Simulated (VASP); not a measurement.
The system is Cs.

```
CELL_PARAMETERS angstrom
0.00000 3.80811 3.80811
3.80811 0.00000 3.80811
3.80811 3.80811 0.00000
ATOMIC_POSITIONS crystal
Cs 0.00000 0.00000 0.00000
```

This isn't the form of Cs at room conditions, which is bcc.

| Quantity | Value |
| --- | --- |
| Program | VASP 6.6.1 |
| Task | relaxation of cell and atoms |
| Functional | BLYP |
| Potentials or basis | VASP PAW PBE potentials, release 64 (Cs_sv) |
| Cutoff | 600 eV |
| k mesh | 7 × 7 × 7 |
| Occupations | fermi-dirac, width 0.1 eV |
| Spin | no spin polarisation |

At the start: pressure 0.2 GPa; volume 110.45 Å³/atom.

Task: Where does the relaxation end?

Result: Over 4 steps the energy falls by 10.0 meV/atom and the volume is 123.99 Å³/atom (+12.3 %); space group Fm-3m (No. 225, to 0.1 Å) before and after.

Step by step:
```
step  energy change (eV)  largest force (eV/Å)  pressure (GPa)  volume (Å³)
   1              0.0000                0.0000            0.25       110.45
   2             -0.0037                0.0000            0.19       113.18
   3             -0.0096                0.0000            0.04       121.65
   4             -0.0100                0.0000            0.01       123.99
```

Final structure:
```
Cs
1.0
     0.00000    3.95774    3.95774
     3.95774    0.00000    3.95774
     3.95774    3.95774    0.00000
Cs
1
Cartesian
  3.9577 0.0000 3.9577
```

Caveat: the PAW data sets were made with another functional, which shifts forces and pressure a little.
